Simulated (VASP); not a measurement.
# Pd (Fm-3m) in VASP: a series of runs

Pd is run at these levels: PBE; tasks: single point.

Everything below comes from runs of VASP 6.6.1. Logs are shortened: lines on timing, memory, paths and dates and some standing lists are left out, and cuts for length are marked.

**1. The cell of the first run**

The structure is cubic, space group Fm-3m (No. 225). The conventional cell has a = 3.893 Å, b = 3.893 Å, c = 3.893 Å, α = 90.00°, β = 90.00°, γ = 90.00°. Within 3.6 Å of Pd (site symmetry m-3m) lie 12 Pd at 2.75 Å.

**2. Single point, PBE**

INCAR reads:

```
PREC = Accurate
ENCUT = 500
EDIFF = 1E-6
ISMEAR = -1
SIGMA = 0.15
LREAL = False
LASPH = True
NELM = 120
ALGO = Normal
ISIF = 2
LWAVE = False
LCHARG = False
GGA = PE
NBANDS = 11
GGA_COMPAT = False
```

KPOINTS reads:

```
Automatic mesh
0
Gamma
  9 9 9
```

POSCAR reads:

```
Pd
1.0
    0.0000000000      1.9465000000      1.9465000000
    1.9465000000      0.0000000000      1.9465000000
    1.9465000000      1.9465000000      0.0000000000
Pd
1
Direct
    0.0000000000      0.0000000000      0.0000000000
```

Potentials or basis: VASP PAW PBE potentials, release 64 (Pd).

Started as:

```console
cat potpaw_PBE.64/Pd/POTCAR > POTCAR
mpirun -np 1 vasp_std > vasp.out
```

OUTCAR:

```text
PREC = Accurate
   ENCUT = 500
   EDIFF = 1E-6
   ISMEAR = -1
   LREAL = False
   LASPH = True
   NELM = 120
   ISIF = 2
   GGA = PE

 ion  position               nearest neighbor table
   1  0.000  0.000  0.000-

  LATTYP: Found a face centered cubic cell.
 ALAT       =     3.8930000000

  Lattice vectors:

 A1 = (   0.0000000000,   1.9465000000,   1.9465000000)
 A2 = (   1.9465000000,   0.0000000000,   1.9465000000)
 A3 = (   1.9465000000,   1.9465000000,   0.0000000000)

Analysis of symmetry for initial positions (statically):
=====================================================================
 Subroutine PRICEL returns:
 Original cell was already a primitive cell.

 Routine SETGRP: Setting up the symmetry group for a
 face centered cubic supercell.

 Subroutine GETGRP returns: Found 48 space group operations
 (whereof 48 operations were pure point group operations)
 out of a pool of 48 trial point group operations.

The static configuration has the point symmetry O_h .

Analysis of symmetry for dynamics (positions and initial velocities):
=====================================================================
 Subroutine PRICEL returns:
 Original cell was already a primitive cell.

 Routine SETGRP: Setting up the symmetry group for a
 face centered cubic supercell.

 Subroutine GETGRP returns: Found 48 space group operations
 (whereof 48 operations were pure point group operations)
 out of a pool of 48 trial point group operations.

The dynamic configuration has the point symmetry O_h .

 Subroutine INISYM returns: Found 48 space group operations
 (whereof 48 operations are pure point group operations),
 and found     1 'primitive' translations

----------------------------------------------------------------------------------------

                                     Primitive cell

  volume of cell :      14.7500

  direct lattice vectors                    reciprocal lattice vectors
     0.000000000  1.946500000  1.946500000    -0.256871307  0.256871307  0.256871307
     1.946500000  0.000000000  1.946500000     0.256871307 -0.256871307  0.256871307
     1.946500000  1.946500000  0.000000000     0.256871307  0.256871307 -0.256871307

  length of vectors
     2.752766699  2.752766699  2.752766699     0.444914156  0.444914156  0.444914156

  position of ions in fractional coordinates (direct lattice)
     0.000000000  0.000000000  0.000000000

  ion indices of the primitive-cell ions
   primitive index   ion index
                 1           1

----------------------------------------------------------------------------------------

 KPOINTS: Automatic mesh

Automatic generation of k-mesh.
 Grid dimensions read from file:
 generate k-points for:    9    9    9

 Generating k-lattice:

  Cartesian coordinates                     Fractional coordinates (reciprocal lattice)
    -0.028541256  0.028541256  0.028541256     0.111111111  0.000000000  0.000000000
     0.028541256 -0.028541256  0.028541256     0.000000000  0.111111111  0.000000000
     0.028541256  0.028541256 -0.028541256     0.000000000  0.000000000  0.111111111

  Length of vectors
     0.049434906  0.049434906  0.049434906

  Shift w.r.t. Gamma in fractional coordinates (k-lattice)
     0.000000000  0.000000000  0.000000000

 Subroutine IBZKPT returns following result:
 ===========================================

 Found     35 irreducible k-points:

 Following reciprocal coordinates:
            Coordinates               Weight
  0.000000  0.000000  0.000000      1.000000
  0.111111  0.000000  0.000000      8.000000
  0.222222  0.000000  0.000000      8.000000
  0.333333  0.000000  0.000000      8.000000
  0.444444  0.000000  0.000000      8.000000
  0.111111  0.111111  0.000000      6.000000
[... 16 lines left out ...]
 -0.333333  0.333333  0.000000     12.000000
  0.444444  0.444444  0.000000      6.000000
 [... further k-points ...]
   k-points           NKPTS =     35   k-points in BZ     NKDIM =     35   number of bands    NBANDS=     11
   number of dos      NEDOS =    301   number of ions     NIONS =      1
   total plane-waves  NPLWV =   8000
   dimension x,y,z NGX =    20 NGY =   20 NGZ =   20
   dimension x,y,z NGXF=    40 NGYF=   40 NGZF=   40
   ions per type =               1
   NGX,Y,Z   is equivalent  to a cutoff of  12.08, 12.08, 12.08 a.u.
   NGXF,Y,Z  is equivalent  to a cutoff of  24.16, 24.16, 24.16 a.u.
 SYSTEM =  unknown system
   PREC   = accura    normal or accurate (medium, high low for compatibility)
   ISTART =      0    job   : 0-new  1-cont  2-samecut
   ICHARG =      2    charge: 1-file 2-atom 10-const
   ISPIN  =      1    spin polarized calculation?
   LNONCOLLINEAR =      F non collinear calculations
   LSORBIT =      F    spin-orbit coupling
   LASPH  =      T    aspherical Exc in radial PAW
   ENCUT  =  500.0 eV  36.75 Ry    6.06 a.u.   5.02  5.02  5.02*2*pi/ulx,y,z
   NELM   =    120;   NELMIN=  2; NELMDL= -5     # of ELM steps
   EDIFF  = 0.1E-05   stopping-criterion for ELM
   LREAL  =      F    real-space projection
   EDIFFG = 0.1E-04   stopping-criterion for IOM
   NSW    =      0    number of steps for IOM
   IBRION =     -1    ionic relax: 0-MD 1-quasi-New 2-CG
   NFREE  =      0    steps in history (QN), initial steepest desc. (CG)
   ISIF   =      2    stress and relaxation
   ISYM   =      2    0-nonsym 1-usesym 2-fastsym
   POTIM  = 0.5000    time-step for ionic-motion
   TEBEG  =    0.0;   TEEND  =   0.0 temperature during run
   PSTRESS=    0.0 pullay stress
   NELECT =      10.0000    total number of electrons
   NUPDOWN=      -1.0000    fix difference up-down
   EMIN   =  10.00;   EMAX   =-10.00  energy-range for DOS
   EFERMI =   0.00;   METHOD = LEGACY
   ISMEAR =    -1;   SIGMA  =   0.15  broadening in eV -4-tet -1-fermi 0-gaus
   EFERMI_NEDOS =   21; number of points for ismear=-14 and -15
   IALGO  =     38    algorithm
   IMIX   =      4    mixing-type and parameters
     AMIX     =   0.40;   BMIX     =  1.00
     AMIX_MAG =   1.60;   BMIX_MAG =  1.00
  volume/ion in A,a.u.               =      14.75        99.54
  Fermi-wavevector in a.u.,A,eV,Ry     =   1.438171  2.717748 28.141404  2.068335
  Thomas-Fermi vector in A             =   2.557167
   LORBIT       =      0    0 simple, 1 ext, 2 COOP (PROOUT), +10 PAW based schemes
   GGA     = PE    functional components
   LHFCALC =     F    Hartree Fock is set to
   AEXX    =    0.0000 exact exchange contribution
   IVDW    =     0    specifies the selected vdW correction
   LEPSILON=     F    determine dielectric tensor
   LRPA    =     F    only Hartree local field effects (RPA)
 non-spin polarized calculation
  energy-cutoff  :      500.00
  volume of cell :       14.75
 maximum number of plane-waves:       385
   NGX =  9   NGY =  9   NGZ =  9

 number of electron      10.0000000 magnetization

 number of electron       9.9999999 magnetization

 Free energy of the ion-electron system (eV)
  ---------------------------------------------------
  ext. energy  EPLUGINS =         0.00000000
  ---------------------------------------------------
  free energy    TOTEN  =        -5.28399052 eV

  energy without entropy =       -5.16045544  energy(sigma->0) =       -5.22222298

 E-fermi :   9.8029     XC(G=0): -13.1881

 val. band max:        9.7948780472   @ k =   0.4444   0.2222   0.0000
 cond. band min:       9.8275602621   @ k =   0.4444   0.3333   0.0000
 fundamental gap:      0.0326822148
 Fermi energy:         9.8029455340

 k-point     1 :       0.0000    0.0000    0.0000
  band No.  band energies     occupation
      1       2.6435      2.00000
      2       6.9329      2.00000
      3       6.9329      2.00000
      4       6.9329      2.00000
      5       8.5389      1.99956
      6       8.5389      1.99956
      7      26.9792      0.00000
      8      31.7530      0.00000
      9      31.7530      0.00000
     10      31.7530      0.00000
     11      35.9646      0.00000

 k-point     2 :       0.1111    0.0000    0.0000
  band No.  band energies     occupation
      1       3.0809      2.00000
      2       6.7926      2.00000
      3       7.0745      2.00000
      4       7.0745      2.00000
      5       8.4800      1.99970
      6       8.4800      1.99970
      7      27.3665      0.00000
      8      29.4536      0.00000
      9      32.2496      0.00000
     10      32.2496      0.00000
     11      36.0391      0.00000

 k-point     3 :       0.2222    0.0000    0.0000
  band No.  band energies     occupation
      1       4.1067      2.00000
      2       6.7548      2.00000
      3       7.2379      2.00000
      4       7.2379      2.00000
      5       8.5822      1.99942
      6       8.5822      1.99942
      7      25.3061      0.00000
      8      28.1556      0.00000
      9      33.3049      0.00000
     10      33.3049      0.00000
     11      35.5248      0.00000

 k-point     4 :       0.3333    0.0000    0.0000
  band No.  band energies     occupation
      1       4.5861      2.00000
      2       7.0870      2.00000
      3       7.0871      2.00000
      4       8.0572      1.99998
      5       9.1437      1.97561
      6       9.1437      1.97561
      7      21.2421      0.00000
      8      27.2758      0.00000
      9      32.5888      0.00000
     10      32.5888      0.00000
     11      36.1789      0.00000
[... 239 lines left out ...]
 k-point    22 :      -0.4444    0.3333    0.0000
  band No.  band energies     occupation
      1       4.9770      2.00000
      2       5.4987      2.00000
      3       7.9534      1.99999
      4       8.7790      1.99783
      5       9.7756      1.09076
      6      15.3278      0.00000
      7      18.8372      0.00000
      8      21.7103      0.00000
      9      25.3922      0.00000
     10      30.2846      0.00000
     11      35.9145      0.00000

 k-point    23 :      -0.3333    0.3333    0.0000
  band No.  band energies     occupation
      1       5.4058      2.00000
      2       6.1504      2.00000
      3       7.1056      2.00000
      4       8.3944      1.99983
      5       9.2819      1.93984
      6      15.7805      0.00000
      7      18.7424      0.00000
      8      20.8041      0.00000
      9      27.4870      0.00000
     10      29.6110      0.00000
     11      36.0485      0.00000

 k-point    24 :       0.4444    0.4444    0.0000
  band No.  band energies     occupation
      1       4.4521      2.00000
      2       4.7268      2.00000
      3       9.6729      1.40831
      4       9.9186      0.63242
      5       9.9186      0.63242
      6      12.4352      0.00000
      7      21.4222      0.00000
      8      23.2993      0.00000
      9      23.2993      0.00000
     10      31.2942      0.00000
     11      31.3451      0.00000

 [... further k-points ...]
[... 5 lines left out ...]
  --------------------------------------------------------------------------------------
  -------------------------------------------------------------------------------------
  Total        0.6761513      0.6761513      0.6761513     -0.0000000      0.0000000     -0.0000000
  in kB       73.4448348     73.4448348     73.4448348     -0.0000000      0.0000000     -0.0000000
  external PRESSURE =      73.4448348 kB  Pullay stress =       0.0000000 kB

 VOLUME and BASIS-vectors are now :
 -----------------------------------------------------------------------------
  energy-cutoff  :      500.00
  volume of cell :       14.75
      direct lattice vectors                 reciprocal lattice vectors
     0.000000000  1.946500000  1.946500000    -0.256871307  0.256871307  0.256871307
     1.946500000  0.000000000  1.946500000     0.256871307 -0.256871307  0.256871307
     1.946500000  1.946500000  0.000000000     0.256871307  0.256871307 -0.256871307

 POSITION                                       TOTAL-FORCE (eV/Angst)
 -----------------------------------------------------------------------------------
      0.00000      0.00000      0.00000         0.000000      0.000000      0.000000
 -----------------------------------------------------------------------------------
    total drift:                               -0.000000     -0.000000     -0.000000

  FREE ENERGIE OF THE ION-ELECTRON SYSTEM (eV)
  ---------------------------------------------------
  free  energy   TOTEN  =        -5.2839905164 eV

  energy  without entropy=       -5.1604554353  energy(sigma->0) =       -5.22222298
```

It took 13 s on 1 thread of AMD EPYC 7R13, shared host; peak memory 0.09 GiB.

Results:

```yaml
Free_energy: -5.2840 eV
Pressure: 7.3 GPa
Band_gap_on_the_k_mesh: zero (band 5 reaches 9.97 eV, above the bottom of band 6 at 8.48 eV)
```

[end of part 1 of 2]
